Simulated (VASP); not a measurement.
# Hg (P-1) in VASP: further runs

Hg is run at these levels: PBE; tasks: single point.

Everything below comes from runs of VASP 6.6.1. Logs are shortened: lines on timing, memory, paths and dates and some standing lists are left out, and cuts for length are marked.

### 1 The cell of the first run

The typed cell holds 1 atom: a = 3.286 Å, b = 3.288 Å, c = 3.307 Å, α = 110.33°, β = 111.07°, γ = 108.40°.

### 2 Single point, PBE

INCAR

```
SYSTEM = Hg
PREC     = Accurate       ! precision mode
ENCUT    = 520            ! plane-wave cutoff, eV
EDIFF    = 1E-7           ! SCF threshold, eV
ISMEAR   = 0              ! smearing method
SIGMA    = 0.01           ! smearing width, eV
LREAL    = .FALSE.        ! projectors in reciprocal space
LASPH    = .TRUE.         ! aspherical terms in the spheres
NELM     = 80             ! most SCF steps
ALGO     = Fast           ! electronic algorithm
ISIF     = 2              ! what is computed and relaxed
LWAVE    = .FALSE.        ! write WAVECAR
LCHARG   = .FALSE.        ! write CHGCAR
GGA      = PE             ! functional
NBANDS   = 12             ! bands
```

KPOINTS

```
regular mesh
0
G
  7 7 7
  0 0 0
```

POSCAR

```
Hg
1.0
   -1.9129580000      1.8560820000      1.9214850000
    1.8750080000     -1.8958070000      1.9232230000
    1.8916120000      1.8744610000     -1.9603790000
Hg
1
Direct
    0.4987490000      0.4934840000     -0.0048490000
```

Potentials or basis: VASP PAW PBE potentials, release 64 (Hg).

Started as:

```console
cat potpaw_PBE.64/Hg/POTCAR > POTCAR
mpirun -np 1 vasp_std > vasp.out
```

OUTCAR:

```text
SYSTEM = Hg
   PREC = Accurate
   ENCUT = 520
   EDIFF = 1E-7
   ISMEAR = 0
   LREAL = .FALSE.
   LASPH = .TRUE.
   NELM = 80
   ISIF = 2
   GGA = PE

 ion  position               nearest neighbor table
   1  0.499  0.493  0.995-

  LATTYP: Found a triclinic cell.
 ALAT       =     8.4445441814
 B/A-ratio  =     0.6313595855
 C/A-ratio  =     0.3810282751
 COS(alpha) =     0.0082284571
 COS(beta)  =     0.2581412178
 COS(gamma) =     0.9500416907

  Lattice vectors:

 A1 = (  -7.5545860000,   3.7732350000,   0.0354180000)
 A2 = (  -3.7879660000,   3.7518890000,  -0.0017380000)
 A3 = (  -1.8536620000,  -1.8347360000,  -1.8843290000)

Analysis of symmetry for initial positions (statically):
=====================================================================
 Subroutine PRICEL returns:
 Original cell was already a primitive cell.

 Routine SETGRP: Setting up the symmetry group for a
 triclinic supercell.

 Subroutine GETGRP returns: Found  2 space group operations
 (whereof  1 operations were pure point group operations)
 out of a pool of  2 trial point group operations.

The static configuration has the point symmetry C_1 .
 The point group associated with its full space group is S_2 .

Analysis of symmetry for dynamics (positions and initial velocities):
=====================================================================
 Subroutine PRICEL returns:
 Original cell was already a primitive cell.

 Routine SETGRP: Setting up the symmetry group for a
 triclinic supercell.

 Subroutine GETGRP returns: Found  2 space group operations
 (whereof  1 operations were pure point group operations)
 out of a pool of  2 trial point group operations.

The dynamic configuration has the point symmetry C_1 .
 The point group associated with its full space group is S_2 .

 Subroutine INISYM returns: Found  2 space group operations
 (whereof  1 operations are pure point group operations),
 and found     1 'primitive' translations

----------------------------------------------------------------------------------------

                                     Primitive cell

  volume of cell :      27.0056

  direct lattice vectors                    reciprocal lattice vectors
    -1.912958000  1.856082000  1.921485000     0.004128544  0.270822449  0.262936769
     1.875008000 -1.895807000  1.923223000     0.268106524  0.004273880  0.262788337
     1.891612000  1.874461000 -1.960379000     0.267071606  0.269642195  0.005422233

  length of vectors
     3.285810905  3.287632262  3.306793889     0.377488527  0.375442518  0.379557053

  position of ions in fractional coordinates (direct lattice)
     0.498749000  0.493484000  0.995151000

  ion indices of the primitive-cell ions
   primitive index   ion index
                 1           1

----------------------------------------------------------------------------------------

 KPOINTS: regular mesh

Automatic generation of k-mesh.
 Grid dimensions read from file:
 generate k-points for:    7    7    7

 Generating k-lattice:

  Cartesian coordinates                     Fractional coordinates (reciprocal lattice)
     0.000589792  0.038688921  0.037562396     0.142857143  0.000000000  0.000000000
     0.038300932  0.000610554  0.037541191     0.000000000  0.142857143  0.000000000
     0.038153087  0.038520314  0.000774605    -0.000000000  0.000000000  0.142857143

  Length of vectors
     0.053926932  0.053634645  0.054222436

  Shift w.r.t. Gamma in fractional coordinates (k-lattice)
     0.000000000  0.000000000  0.000000000

 Subroutine IBZKPT returns following result:
 ===========================================

 Found    172 irreducible k-points:

 Following reciprocal coordinates:
            Coordinates               Weight
  0.000000  0.000000  0.000000      1.000000
  0.142857 -0.000000  0.000000      2.000000
  0.285714 -0.000000  0.000000      2.000000
  0.428571 -0.000000  0.000000      2.000000
 -0.000000  0.142857  0.000000      2.000000
  0.142857  0.142857  0.000000      2.000000
[... 16 lines left out ...]
 -0.428571  0.428571  0.000000      2.000000
 -0.285714  0.428571  0.000000      2.000000
 [... further k-points ...]
   k-points           NKPTS =    172   k-points in BZ     NKDIM =    172   number of bands    NBANDS=     12
   number of dos      NEDOS =    301   number of ions     NIONS =      1
   total plane-waves  NPLWV =  16128
   dimension x,y,z NGX =    24 NGY =   24 NGZ =   28
   dimension x,y,z NGXF=    48 NGYF=   48 NGZF=   56
   ions per type =               1
   NGX,Y,Z   is equivalent  to a cutoff of  12.14, 12.14, 14.08 a.u.
   NGXF,Y,Z  is equivalent  to a cutoff of  24.29, 24.27, 28.15 a.u.
 SYSTEM =  Hg
   PREC   = accura    normal or accurate (medium, high low for compatibility)
   ISTART =      0    job   : 0-new  1-cont  2-samecut
   ICHARG =      2    charge: 1-file 2-atom 10-const
   ISPIN  =      1    spin polarized calculation?
   LNONCOLLINEAR =      F non collinear calculations
   LSORBIT =      F    spin-orbit coupling
   LASPH  =      T    aspherical Exc in radial PAW
   ENCUT  =  520.0 eV  38.22 Ry    6.18 a.u.   6.11  6.11  6.15*2*pi/ulx,y,z
   NELM   =     80;   NELMIN=  2; NELMDL= -5     # of ELM steps
   EDIFF  = 0.1E-06   stopping-criterion for ELM
   LREAL  =      F    real-space projection
   EDIFFG = 0.1E-05   stopping-criterion for IOM
   NSW    =      0    number of steps for IOM
   IBRION =     -1    ionic relax: 0-MD 1-quasi-New 2-CG
   NFREE  =      0    steps in history (QN), initial steepest desc. (CG)
   ISIF   =      2    stress and relaxation
   ISYM   =      2    0-nonsym 1-usesym 2-fastsym
   POTIM  = 0.5000    time-step for ionic-motion
   TEBEG  =    0.0;   TEEND  =   0.0 temperature during run
   PSTRESS=    0.0 pullay stress
   NELECT =      12.0000    total number of electrons
   NUPDOWN=      -1.0000    fix difference up-down
   EMIN   =  10.00;   EMAX   =-10.00  energy-range for DOS
   EFERMI =   0.00;   METHOD = LEGACY
   ISMEAR =     0;   SIGMA  =   0.01  broadening in eV -4-tet -1-fermi 0-gaus
   EFERMI_NEDOS =   21; number of points for ismear=-14 and -15
   IALGO  =     68    algorithm
   IMIX   =      4    mixing-type and parameters
     AMIX     =   0.40;   BMIX     =  1.00
     AMIX_MAG =   1.60;   BMIX_MAG =  1.00
  volume/ion in A,a.u.               =      27.01       182.24
  Fermi-wavevector in a.u.,A,eV,Ry     =   1.249254  2.360748 21.233734  1.560635
  Thomas-Fermi vector in A             =   2.383303
   LORBIT       =      0    0 simple, 1 ext, 2 COOP (PROOUT), +10 PAW based schemes
   GGA     = PE    functional components
   LHFCALC =     F    Hartree Fock is set to
   AEXX    =    0.0000 exact exchange contribution
   IVDW    =     0    specifies the selected vdW correction
   LEPSILON=     F    determine dielectric tensor
   LRPA    =     F    only Hartree local field effects (RPA)
 non-spin polarized calculation
 RMM-DIIS sequential band-by-band and
 Gauss-broadening in eV      SIGMA  =   0.01
  energy-cutoff  :      520.00
  volume of cell :       27.01
 maximum number of plane-waves:       738
   NGX = 13   NGY = 13   NGZ = 13

 number of electron      12.0000000 magnetization

 Free energy of the ion-electron system (eV)
  ---------------------------------------------------
  ext. energy  EPLUGINS =         0.00000000
  ---------------------------------------------------
  free energy    TOTEN  =        -0.16780521 eV

  energy without entropy =       -0.16771608  energy(sigma->0) =       -0.16776064

 E-fermi :   1.5799     XC(G=0): -10.1319

 val. band max:        1.5780331348   @ k =   0.0000   0.4286   0.1429
 cond. band min:       1.6072034523   @ k =   0.4286   0.1429   0.0000
 fundamental gap:      0.0291703174
 Fermi energy:         1.5798592145

 k-point     1 :       0.0000    0.0000    0.0000
  band No.  band energies     occupation
      1      -6.2596      2.00000
      2      -5.0478      2.00000
      3      -4.9495      2.00000
      4      -4.8866      2.00000
      5      -4.3033      2.00000
      6      -4.2426      2.00000
      7      15.6434      0.00000
      8      15.8857      0.00000
      9      16.5262      0.00000
     10      16.5451      0.00000
     11      16.7669      0.00000
     12      17.0227      0.00000

 k-point     2 :       0.1429   -0.0000    0.0000
  band No.  band energies     occupation
      1      -5.7807      2.00000
      2      -4.9794      2.00000
      3      -4.9267      2.00000
      4      -4.7787      2.00000
      5      -4.3552      2.00000
      6      -4.2677      2.00000
      7      12.5281      0.00000
      8      14.4603      0.00000
      9      14.7693      0.00000
     10      15.9823      0.00000
     11      16.4807      0.00000
     12      16.6172      0.00000

 k-point     3 :       0.2857   -0.0000    0.0000
  band No.  band energies     occupation
      1      -5.3794      2.00000
      2      -5.1280      2.00000
      3      -4.4022      2.00000
      4      -4.2915      2.00000
      5      -4.2748      2.00000
      6      -3.7878      2.00000
      7       7.2678      0.00000
      8      12.1784      0.00000
      9      12.7089      0.00000
     10      15.3617      0.00000
     11      16.2464      0.00000
     12      18.3358      0.00000
[... 286 lines left out ...]
 k-point    23 :      -0.4286    0.4286    0.0000
  band No.  band energies     occupation
      1      -5.5512      2.00000
      2      -5.3410      2.00000
      3      -4.2838      2.00000
      4      -4.2153      2.00000
      5      -3.8474      2.00000
      6      -1.1719      2.00000
      7       2.5656      0.00000
      8      10.3602      0.00000
      9      11.5675      0.00000
     10      14.7908      0.00000
     11      16.1662      0.00000
     12      21.6120      0.00000

 k-point    24 :      -0.2857    0.4286    0.0000
  band No.  band energies     occupation
      1      -5.3168      2.00000
      2      -5.1991      2.00000
      3      -4.4232      2.00000
      4      -4.3373      2.00000
      5      -4.1534      2.00000
      6      -2.1471      2.00000
      7       4.9642      0.00000
      8       8.9831      0.00000
      9      11.1706      0.00000
     10      15.6330      0.00000
     11      18.9885      0.00000
     12      19.2355      0.00000

 [... further k-points ...]

------------------------ aborting loop because EDIFF is reached ----------------------------------------

  FORCE on cell =-STRESS in cart. coord.  units (eV):
  Direction    XX          YY          ZZ          XY          YZ          ZX
  --------------------------------------------------------------------------------------
  -------------------------------------------------------------------------------------
  Total        0.1590006      0.1412707      0.0942964     -0.0408160     -0.0254807      0.0214168
  in kB        9.4331318      8.3812542      5.5943807     -2.4215192     -1.5117080      1.2706097
  external PRESSURE =       7.8029222 kB  Pullay stress =       0.0000000 kB

 VOLUME and BASIS-vectors are now :
 -----------------------------------------------------------------------------
  energy-cutoff  :      520.00
  volume of cell :       27.01
      direct lattice vectors                 reciprocal lattice vectors
    -1.912958000  1.856082000  1.921485000     0.004128544  0.270822449  0.262936769
     1.875008000 -1.895807000  1.923223000     0.268106524  0.004273880  0.262788337
     1.891612000  1.874461000 -1.960379000     0.267071606  0.269642195  0.005422233

 POSITION                                       TOTAL-FORCE (eV/Angst)
 -----------------------------------------------------------------------------------
      1.85364      1.85554     -0.04345         0.000000     -0.000000     -0.000000
 -----------------------------------------------------------------------------------
    total drift:                               -0.000005      0.000001     -0.000007

  FREE ENERGIE OF THE ION-ELECTRON SYSTEM (eV)
  ---------------------------------------------------
  free  energy   TOTEN  =        -0.1678052057 eV

  energy  without entropy=       -0.1677160818  energy(sigma->0) =       -0.16776064
```

Run time: 21 s. Hardware: 1 thread of AMD EPYC 9R45 (Zen 5), shared host; peak memory 0.15 GiB.

Results:

- Free energy: -0.1678 eV
- Pressure: 0.8 GPa
- Band gap on the k mesh: zero (bands 6 and 7 overlap by 1.15 eV)

Caveat: spin-orbit coupling is left out, which moves the levels of the heavy elements.

### 3 Single point, PBE

INCAR

```
SYSTEM = Hg
  PREC = Accurate
  ENCUT = 520
  EDIFF = 1E-6
  ISMEAR = 0
  SIGMA = 0.005
  LREAL = .False.
  LASPH = .True.
  NELM = 80
  ALGO = Normal
  ISIF = 2
  LWAVE = .False.
  LCHARG = .False.
  GGA = PE
  NBANDS = 12
```

KPOINTS

```
regular mesh
0
Gamma
  7 7 7
  0 0 0
```

POSCAR is that of step 2.

Potentials or basis: VASP PAW PBE potentials, release 64 (Hg).

Started as:

```console
cat potpaw_PBE.64/Hg/POTCAR > POTCAR
mpirun -np 1 vasp_std > vasp.out
```

OUTCAR:

```text
SYSTEM = Hg
   PREC = Accurate
   ENCUT = 520
   EDIFF = 1E-6
   ISMEAR = 0
   LREAL = .False.
   LASPH = .True.
   NELM = 80
   ISIF = 2
   GGA = PE

 ion  position               nearest neighbor table
   1  0.499  0.493  0.995-

  LATTYP: Found a triclinic cell.
 ALAT       =     8.4445441814
 B/A-ratio  =     0.6313595855
 C/A-ratio  =     0.3810282751
 COS(alpha) =     0.0082284571
 COS(beta)  =     0.2581412178
 COS(gamma) =     0.9500416907

  Lattice vectors:

[... 543 lines left out ...]
     12      19.2355      0.00000

 [... further k-points ...]

------------------------ aborting loop because EDIFF is reached ----------------------------------------

  FORCE on cell =-STRESS in cart. coord.  units (eV):
  Direction    XX          YY          ZZ          XY          YZ          ZX
  --------------------------------------------------------------------------------------
  -------------------------------------------------------------------------------------
  Total        0.1575012      0.1404543      0.0932132     -0.0418995     -0.0250834      0.0211338
  in kB        9.3441707      8.3328215      5.5301211     -2.4858000     -1.4881393      1.2538188
  external PRESSURE =       7.7357044 kB  Pullay stress =       0.0000000 kB

 VOLUME and BASIS-vectors are now :
 -----------------------------------------------------------------------------
  energy-cutoff  :      520.00
  volume of cell :       27.01
      direct lattice vectors                 reciprocal lattice vectors
    -1.912958000  1.856082000  1.921485000     0.004128544  0.270822449  0.262936769
     1.875008000 -1.895807000  1.923223000     0.268106524  0.004273880  0.262788337
     1.891612000  1.874461000 -1.960379000     0.267071606  0.269642195  0.005422233

 POSITION                                       TOTAL-FORCE (eV/Angst)
 -----------------------------------------------------------------------------------
      1.85364      1.85554     -0.04345         0.000000      0.000000      0.000000
 -----------------------------------------------------------------------------------
    total drift:                               -0.000005      0.000001     -0.000007

  FREE ENERGIE OF THE ION-ELECTRON SYSTEM (eV)
  ---------------------------------------------------
  free  energy   TOTEN  =        -0.1677611164 eV

  energy  without entropy=       -0.1677177998  energy(sigma->0) =       -0.16773946
```

OSZICAR:

```text
N       E                     dE             d eps       ncg     rms          rms(c)
DAV:   1     0.735322870672E+02    0.73532E+02   -0.63366E+03  4192   0.942E+02
DAV:   2     0.116683016561E+01   -0.72365E+02   -0.68458E+02  4588   0.226E+02
DAV:   3    -0.185333322652E+00   -0.13522E+01   -0.13513E+01  4904   0.341E+01
DAV:   4    -0.186710840132E+00   -0.13775E-02   -0.13775E-02  4476   0.114E+00
DAV:   5    -0.186712881740E+00   -0.20416E-05   -0.20414E-05  4768   0.426E-02    0.239E+00
DAV:   6    -0.168389141632E+00    0.18324E-01   -0.47036E-02  4892   0.243E+00    0.187E+00
DAV:   7    -0.167522042288E+00    0.86710E-03   -0.69387E-03  4684   0.807E-01    0.862E-01
DAV:   8    -0.167730122223E+00   -0.20808E-03   -0.82269E-04  4284   0.346E-01    0.350E-02
DAV:   9    -0.167756093525E+00   -0.25971E-04   -0.14998E-05  4664   0.342E-02    0.129E-02
DAV:  10    -0.167761181163E+00   -0.50876E-05   -0.54341E-06  4292   0.234E-02    0.852E-04
DAV:  11    -0.167761116424E+00    0.64739E-07   -0.25402E-08  2224   0.114E-03
   1 F= -.16776112E+00 E0= -.16773946E+00  d E =-.433167E-04
```

Wall time 18 s (1 thread of AMD EPYC 9R45 (Zen 5), shared host); peak memory 0.15 GiB.

Results:

```
Free energy            : -0.1678 eV
Pressure               : 0.8 GPa
Band gap on the k mesh : zero (bands 6 and 7 overlap by 1.15 eV)
```

Stress tensor (GPa, compression positive):
```
 0.93 -0.25  0.13
-0.25  0.83 -0.15
 0.13 -0.15  0.55
```

Caveat: spin-orbit coupling is left out, which moves the levels of the heavy elements.

(Continued in part 2 of 2.)

The gap in the log of VASP goes by the Fermi energy; the results here count the filled bands.